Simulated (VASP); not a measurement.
Wanted: the native input for a VASP 6.6.1 run.

```yaml
Task: single point
Functional: LDA
Potentials_or_basis: VASP PAW LDA potentials, release 64 (Co_sv)
Cutoff: 600 eV
k_mesh: 17 × 17 × 17
Occupations: fermi-dirac, width 0.05 eV
Spin: collinear spin, ferromagnetic start
Starting_moments: "[1.7] μB"
Dipole_correction: no
Second_run: valence_matched
Further_INCAR_settings: ALGO = Normal; EDIFF = 1e-06; NBANDS = 18
```

The structure of Co lies in POSCAR:

```
Co
1.0
    2.2171921304      0.0000000000      0.0000000000
    0.0000000000      2.2171921304      0.0000000000
    0.0000000000      0.0000000000      2.2171921304
Co
1
Direct
    0.0000000000      0.0000000000      0.0000000000
```

This cell differs from its parent crystal: volume scaled by 0.95.

These files were run (other wordings do the same):

INCAR

```
SYSTEM = Co
PREC = Accurate
ENCUT = 600
EDIFF = 1E-6
ISMEAR = -1
SIGMA = 0.05
LREAL = .False.
LASPH = .True.
NELM = 200
ALGO = Normal
ISIF = 2
LWAVE = .False.
LCHARG = .False.
ISPIN = 2
MAGMOM = 1.7
LORBIT = 11
LMAXMIX = 4
NBANDS = 18
GGA_COMPAT = .False.
```

KPOINTS

```
Automatic mesh
0
Gamma
  17 17 17
  0 0 0
```

Potentials or basis: VASP PAW LDA potentials, release 64 (Co_sv).

Run with:

```console
$ cat potpaw_LDA.64/Co_sv/POTCAR > POTCAR
$ mpirun -np 1 vasp_std > vasp.out
```

Results of the run:

| Quantity | Value |
| --- | --- |
| Pressure | 7.1 GPa |
| Net moment | 1.43 μB per cell |
| Site moments | Co +1.41 μB |
| Valence electrons inside the program's atomic spheres | Co 15.21 |

It took 70 s on 1 thread of AMD EPYC 7R43 64-Core Processor (Zen 3) (shared host), peak memory 0.12 GiB.
